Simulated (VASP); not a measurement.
# ZnS in VASP: a series of runs

Runs on ZnS. Level: PBE. Tasks: single point.

All numbers are computed with VASP 6.6.1; they aren't measurements. Logs are shortened: lines on timing, memory, paths and dates and some standing lists are left out, and cuts for length are marked.

## Step 1: The cell of the first run

The cell holds a wire or tube with vacuum around it, 2 atoms: a = 9.000 Å, b = 9.300 Å, c = 4.242 Å, α = 90.00°, β = 90.00°, γ = 90.00°.

## Step 2: Single point, PBE, collinear spin

Contents of INCAR:

```
SYSTEM = ZnS
  PREC = Accurate
  ENCUT = 520
  EDIFF = 1E-7
  ISMEAR = 0
  SIGMA = 0.05
  LREAL = .FALSE.
  LASPH = .TRUE.
  NELM = 150
  ALGO = Normal
  ISIF = 2
  LWAVE = .FALSE.
  LCHARG = .FALSE.
  ISPIN = 2
  MAGMOM = 0.5 0.5
  LORBIT = 11
  GGA = PE
  NBANDS = 20
```

Contents of KPOINTS:

```
regular mesh
0
G
  1 1 15
  0 0 0
```

Contents of POSCAR:

```
ZnS
1.0
    9.0000000000      0.0000000000      0.0000000000
    0.0000000000      9.3000000000      0.0000000000
    0.0000000000      0.0000000000      4.2423690711
Zn S
1 1
Direct
    0.5000000000      0.5000000000      0.0000000000
    0.5000000000      0.5000000000      0.4650000000
```

Potentials or basis: VASP PAW PBE potentials, release 64 (Zn, S).

The run is started by

```bash
$ cat potpaw_PBE.64/Zn/POTCAR potpaw_PBE.64/S/POTCAR > POTCAR
$ mpirun -np 1 vasp_std > vasp.out
```

OUTCAR:

```text
SYSTEM = ZnS
   PREC = Accurate
   ENCUT = 520
   EDIFF = 1E-7
   ISMEAR = 0
   LREAL = .FALSE.
   LASPH = .TRUE.
   NELM = 150
   ISIF = 2
   ISPIN = 2
   LORBIT = 11
   GGA = PE

 ion  position               nearest neighbor table
   1  0.500  0.500  0.000-   2 1.97   2 2.27
   2  0.500  0.500  0.465-   1 1.97   1 2.27

  LATTYP: Found a simple orthorhombic cell.
 ALAT       =     4.2423690711
 B/A-ratio  =     2.1214561603
 C/A-ratio  =     2.1921713656

  Lattice vectors:

 A1 = (   0.0000000000,   0.0000000000,   4.2423690711)
 A2 = (   9.0000000000,   0.0000000000,   0.0000000000)
 A3 = (   0.0000000000,   9.3000000000,   0.0000000000)

Analysis of symmetry for initial positions (statically):
=====================================================================
 Subroutine PRICEL returns:
 Original cell was already a primitive cell.

 Routine SETGRP: Setting up the symmetry group for a
 simple orthorhombic supercell.

 Subroutine GETGRP returns: Found  4 space group operations
 (whereof  4 operations were pure point group operations)
 out of a pool of  8 trial point group operations.

The static configuration has the point symmetry C_2v.

Analysis of symmetry for dynamics (positions and initial velocities):
=====================================================================
 Subroutine PRICEL returns:
 Original cell was already a primitive cell.

 Routine SETGRP: Setting up the symmetry group for a
 simple orthorhombic supercell.

 Subroutine GETGRP returns: Found  4 space group operations
 (whereof  4 operations were pure point group operations)
 out of a pool of  8 trial point group operations.

The dynamic configuration has the point symmetry C_2v.

Analysis of structural, dynamic, and magnetic symmetry:
=====================================================================
 Subroutine PRICEL returns:
 Original cell was already a primitive cell.

 Routine SETGRP: Setting up the symmetry group for a
 simple orthorhombic supercell.

 Subroutine GETGRP returns: Found  4 space group operations
 (whereof  4 operations were pure point group operations)
 out of a pool of  8 trial point group operations.

The overall configuration has the point symmetry C_2v.

 Subroutine INISYM returns: Found  4 space group operations
 (whereof  4 operations are pure point group operations),
 and found     1 'primitive' translations

----------------------------------------------------------------------------------------

                                     Primitive cell

  volume of cell :     355.0863

  direct lattice vectors                    reciprocal lattice vectors
     9.000000000  0.000000000  0.000000000     0.111111111  0.000000000  0.000000000
     0.000000000  9.300000000  0.000000000     0.000000000  0.107526882  0.000000000
     0.000000000  0.000000000  4.242369071     0.000000000  0.000000000  0.235717351

  length of vectors
     9.000000000  9.300000000  4.242369071     0.111111111  0.107526882  0.235717351

  position of ions in fractional coordinates (direct lattice)
     0.500000000  0.500000000  0.000000000
     0.500000000  0.500000000  0.465000000

  ion indices of the primitive-cell ions
   primitive index   ion index
                 1           1
                 2           2

----------------------------------------------------------------------------------------

 KPOINTS: regular mesh

Automatic generation of k-mesh.
 Grid dimensions read from file:
 generate k-points for:    1    1   15

 Generating k-lattice:

  Cartesian coordinates                     Fractional coordinates (reciprocal lattice)
     0.111111111  0.000000000  0.000000000     1.000000000  0.000000000  0.000000000
     0.000000000  0.107526882  0.000000000     0.000000000  1.000000000  0.000000000
     0.000000000  0.000000000  0.015714490     0.000000000  0.000000000  0.066666667

  Length of vectors
     0.111111111  0.107526882  0.015714490

  Shift w.r.t. Gamma in fractional coordinates (k-lattice)
     0.000000000  0.000000000  0.000000000

 Subroutine IBZKPT returns following result:
 ===========================================

 Found      8 irreducible k-points:

 Following reciprocal coordinates:
            Coordinates               Weight
  0.000000  0.000000  0.000000      1.000000
  0.000000  0.000000  0.066667      2.000000
  0.000000  0.000000  0.133333      2.000000
  0.000000  0.000000  0.200000      2.000000
  0.000000  0.000000  0.266667      2.000000
  0.000000  0.000000  0.333333      2.000000
  0.000000  0.000000  0.400000      2.000000
  0.000000  0.000000  0.466667      2.000000
   k-points           NKPTS =      8   k-points in BZ     NKDIM =      8   number of bands    NBANDS=     20
   number of dos      NEDOS =    301   number of ions     NIONS =      2
   total plane-waves  NPLWV = 156800
   dimension x,y,z NGX =    70 NGY =   70 NGZ =   32
   dimension x,y,z NGXF=   140 NGYF=  140 NGZF=   64
   ions per type =               1   1
   NGX,Y,Z   is equivalent  to a cutoff of  12.93, 12.51, 12.54 a.u.
   NGXF,Y,Z  is equivalent  to a cutoff of  25.86, 25.03, 25.08 a.u.
 SYSTEM =  ZnS
   PREC   = accura    normal or accurate (medium, high low for compatibility)
   ISTART =      0    job   : 0-new  1-cont  2-samecut
   ICHARG =      2    charge: 1-file 2-atom 10-const
   ISPIN  =      2    spin polarized calculation?
   LNONCOLLINEAR =      F non collinear calculations
   LSORBIT =      F    spin-orbit coupling
   LASPH  =      T    aspherical Exc in radial PAW
   ENCUT  =  520.0 eV  38.22 Ry    6.18 a.u.  16.73 17.29  7.89*2*pi/ulx,y,z
   NELM   =    150;   NELMIN=  2; NELMDL= -5     # of ELM steps
   EDIFF  = 0.1E-06   stopping-criterion for ELM
   LREAL  =      F    real-space projection
   EDIFFG = 0.1E-05   stopping-criterion for IOM
   NSW    =      0    number of steps for IOM
   IBRION =     -1    ionic relax: 0-MD 1-quasi-New 2-CG
   NFREE  =      0    steps in history (QN), initial steepest desc. (CG)
   ISIF   =      2    stress and relaxation
   ISYM   =      2    0-nonsym 1-usesym 2-fastsym
   POTIM  = 0.5000    time-step for ionic-motion
   TEBEG  =    0.0;   TEEND  =   0.0 temperature during run
   PSTRESS=    0.0 pullay stress
   NELECT =      18.0000    total number of electrons
   NUPDOWN=      -1.0000    fix difference up-down
   EMIN   =  10.00;   EMAX   =-10.00  energy-range for DOS
   EFERMI =   0.00;   METHOD = LEGACY
   ISMEAR =     0;   SIGMA  =   0.05  broadening in eV -4-tet -1-fermi 0-gaus
   EFERMI_NEDOS =   21; number of points for ismear=-14 and -15
   IALGO  =     38    algorithm
   IMIX   =      4    mixing-type and parameters
     AMIX     =   0.40;   BMIX     =  1.00
     AMIX_MAG =   1.60;   BMIX_MAG =  1.00
  volume/ion in A,a.u.               =     177.54      1198.12
  Fermi-wavevector in a.u.,A,eV,Ry     =   0.605882  1.144950  4.994595  0.367092
  Thomas-Fermi vector in A             =   1.659769
   LORBIT       =     11    0 simple, 1 ext, 2 COOP (PROOUT), +10 PAW based schemes
   GGA     = PE    functional components
   LHFCALC =     F    Hartree Fock is set to
   AEXX    =    0.0000 exact exchange contribution
   IVDW    =     0    specifies the selected vdW correction
   LEPSILON=     F    determine dielectric tensor
   LRPA    =     F    only Hartree local field effects (RPA)
 spin polarized calculation
 Gauss-broadening in eV      SIGMA  =   0.05
  energy-cutoff  :      520.00
  volume of cell :      355.09
 maximum number of plane-waves:      9572
 NGX is ok and might be reduce to    70

 number of electron      18.0000010 magnetization       0.0000009

 number of electron      18.0000010 magnetization      -0.0000064

 Free energy of the ion-electron system (eV)
  ---------------------------------------------------
  ext. energy  EPLUGINS =         0.00000000
  ---------------------------------------------------
  free energy    TOTEN  =        -4.77345642 eV

  energy without entropy =       -4.77345642  energy(sigma->0) =       -4.77345642

 E-fermi :  -4.8943     XC(G=0):  -2.1263

 val. band max:       -5.1563705900   @ k =   0.0000   0.0000   0.4667
 cond. band min:      -3.6928292218   @ k =   0.0000   0.0000   0.0000
 fundamental gap:      1.4635413682
 Fermi energy:        -4.8943123918

 spin component 1

 k-point     1 :       0.0000    0.0000    0.0000
  band No.  band energies     occupation
      1     -17.0846      1.00000
      2     -11.8000      1.00000
      3     -11.8000      1.00000
      4     -11.6450      1.00000
      5     -11.6449      1.00000
      6     -11.3266      1.00000
[... 12 lines left out ...]
     19       4.4872      0.00000
     20       4.5604      0.00000

 k-point     2 :       0.0000    0.0000    0.0667
  band No.  band energies     occupation
      1     -17.0586      1.00000
      2     -11.8048      1.00000
      3     -11.8048      1.00000
      4     -11.6448      1.00000
      5     -11.6448      1.00000
      6     -11.3773      1.00000
[... 12 lines left out ...]
     19       4.3413      0.00000
     20       4.4543      0.00000
[... 96 lines left out ...]
      2     -12.6685      1.00000
      3     -11.8958      1.00000
      4     -11.8958      1.00000
      5     -11.6424      1.00000
      6     -11.6424      1.00000
[... 12 lines left out ...]
     19       3.9878      0.00000
     20       4.2738      0.00000

 k-point     8 :       0.0000    0.0000    0.4667
  band No.  band energies     occupation
      1     -16.3154      1.00000
      2     -12.8246      1.00000
      3     -11.9044      1.00000
      4     -11.9044      1.00000
      5     -11.6421      1.00000
      6     -11.6421      1.00000
[... 12 lines left out ...]
     19       3.8904      0.00000
     20       4.2675      0.00000
 Fermi energy:        -4.8943123918

 spin component 2

 k-point     1 :       0.0000    0.0000    0.0000
  band No.  band energies     occupation
      1     -17.0846      1.00000
      2     -11.8000      1.00000
      3     -11.8000      1.00000
      4     -11.6450      1.00000
      5     -11.6449      1.00000
      6     -11.3266      1.00000
[... 12 lines left out ...]
     19       4.4886      0.00000
     20       4.5646      0.00000

 k-point     2 :       0.0000    0.0000    0.0667
  band No.  band energies     occupation
      1     -17.0586      1.00000
      2     -11.8048      1.00000
      3     -11.8048      1.00000
      4     -11.6448      1.00000
      5     -11.6448      1.00000
      6     -11.3773      1.00000
[... 12 lines left out ...]
     19       4.3432      0.00000
     20       4.4564      0.00000
[... 97 lines left out ...]
      3     -11.8958      1.00000
      4     -11.8958      1.00000
      5     -11.6424      1.00000
      6     -11.6424      1.00000
[... 12 lines left out ...]
     19       4.0148      0.00000
     20       4.2740      0.00000

 k-point     8 :       0.0000    0.0000    0.4667
  band No.  band energies     occupation
      1     -16.3154      1.00000
      2     -12.8246      1.00000
      3     -11.9044      1.00000
      4     -11.9044      1.00000
      5     -11.6421      1.00000
      6     -11.6421      1.00000
[... 12 lines left out ...]
     19       3.8908      0.00000
     20       4.2962      0.00000

------------------------ aborting loop because EDIFF is reached ----------------------------------------

  FORCE on cell =-STRESS in cart. coord.  units (eV):
  Direction    XX          YY          ZZ          XY          YZ          ZX
  --------------------------------------------------------------------------------------
  -------------------------------------------------------------------------------------
  Total        0.0102550      0.0054534      0.5051679      0.0000000      0.0000000      0.0000000
  in kB        0.0462715      0.0246063      2.2793572      0.0000000      0.0000000      0.0000000
  external PRESSURE =       0.7834117 kB  Pullay stress =       0.0000000 kB

 VOLUME and BASIS-vectors are now :
 -----------------------------------------------------------------------------
  energy-cutoff  :      520.00
  volume of cell :      355.09
      direct lattice vectors                 reciprocal lattice vectors
     9.000000000  0.000000000  0.000000000     0.111111111  0.000000000  0.000000000
     0.000000000  9.300000000  0.000000000     0.000000000  0.107526882  0.000000000
     0.000000000  0.000000000  4.242369071     0.000000000  0.000000000  0.235717351

 POSITION                                       TOTAL-FORCE (eV/Angst)
 -----------------------------------------------------------------------------------
      4.50000      4.65000      0.00000         0.000000      0.000000     -3.499134
      4.50000      4.65000      1.97270         0.000000      0.000000      3.499134
 -----------------------------------------------------------------------------------
    total drift:                                0.000000      0.000000      0.000338

  FREE ENERGIE OF THE ION-ELECTRON SYSTEM (eV)
  ---------------------------------------------------
  free  energy   TOTEN  =        -4.7734564217 eV

  energy  without entropy=       -4.7734564217  energy(sigma->0) =       -4.77345642

 total charge

# of ion       s       p       d       tot
------------------------------------------
    1        0.565   0.425   9.796  10.787
    2        1.288   2.479   0.000   3.767
--------------------------------------------------
tot          1.853   2.905   9.796  14.554

 magnetization (x)

# of ion       s       p       d       tot
------------------------------------------
    1       -0.000  -0.000   0.000  -0.000
    2        0.000   0.000   0.000   0.000
--------------------------------------------------
tot         -0.000   0.000   0.000   0.000
```

It took 2.1 min on 1 thread of Intel Xeon Platinum 8259CL at 2.50GHz (Skylake/Cascade Lake), shared host; peak memory 0.55 GiB.

What came out:

```
Free energy                                           : -4.7735 eV
Largest force                                         : 3.499 eV/Å
Band gap on the k mesh                                : 1.46 eV (least direct gap 2.39 eV)
Net moment                                            : 0.00 μB per cell
Valence electrons inside the program's atomic spheres : Zn 10.79; S 3.77
```

Forces on the atoms (eV/Å):
```
Zn   0.000  0.000 -3.499
S    0.000  0.000  3.499
```

## Step 3: Single point, PBE, collinear spin

This run uses another cell than the first one, of the same volume but with other edges.

Contents of INCAR:

```
SYSTEM = ZnS
ALGO = Normal
EDIFF = 1E-7
ENCUT = 520
GGA = PE
ISIF = 2
ISMEAR = 0
ISPIN = 2
LASPH = .True.
LCHARG = .True.
LELF = .True.
LORBIT = 11
LREAL = .False.
LVHAR = .True.
LWAVE = .False.
MAGMOM = 0.5 0.5
NBANDS = 20
NELM = 150
PREC = Accurate
SIGMA = 0.05
```

Contents of KPOINTS:

```
k-points
0
Gamma
  1 1 17
  0 0 0
```

Contents of POSCAR:

```
ZnS
1.0
   10.0000000000      0.0000000000      0.0000000000
    0.0000000000      9.3000000000      0.0000000000
    0.0000000000      0.0000000000      3.8181321640
Zn S
1 1
Direct
    0.4522733480      0.5000000000      0.0000000000
    0.5477266520      0.5000000000      0.5000000000
```

Potentials or basis: VASP PAW PBE potentials, release 64 (Zn, S).

The run is started by

```bash
$ cat potpaw_PBE.64/Zn/POTCAR potpaw_PBE.64/S/POTCAR > POTCAR
$ mpirun -np 1 vasp_std > vasp.out
```

It took 2.8 min on 1 thread of Intel Xeon Platinum 8259CL at 2.50GHz (Skylake/Cascade Lake), shared host; peak memory 0.57 GiB.

The run converged. Its results:

| Item | Value |
| --- | --- |
| Free energy | -5.2631 eV |
| Largest force | 0.317 eV/Å |
| Band gap on the k mesh | 2.52 eV |
| Net moment | 0.00 μB per cell |
| Valence electrons inside the program's atomic spheres | Zn 10.81; S 3.72 |

Forces in eV/Å, atoms in the order of the input:
```
Zn   0.317  0.000  0.000
S   -0.317  0.000  0.000
```

Levels at points of the mesh, in eV from the valence-band top:
Spin up:
| k point | band 7 | band 8 | band 9 | band 10 | band 11 | band 12 |
| --- | --- | --- | --- | --- | --- | --- |
| (0.00, 0.00, 0.00) | -1.86 | -0.99 | -0.96 | 2.63 | 4.80 | 5.24 |
Spin down:
```csv
k point,band 5,band 6,band 7,band 8,band 9,band 10,band 11,band 12,band 13,band 14
"(0.00, 0.00, 0.00)",-6.12,-6.03,-1.86,-0.99,-0.96,2.63,4.80,5.24,5.43,6.30
```

[end of part 1 of 2]
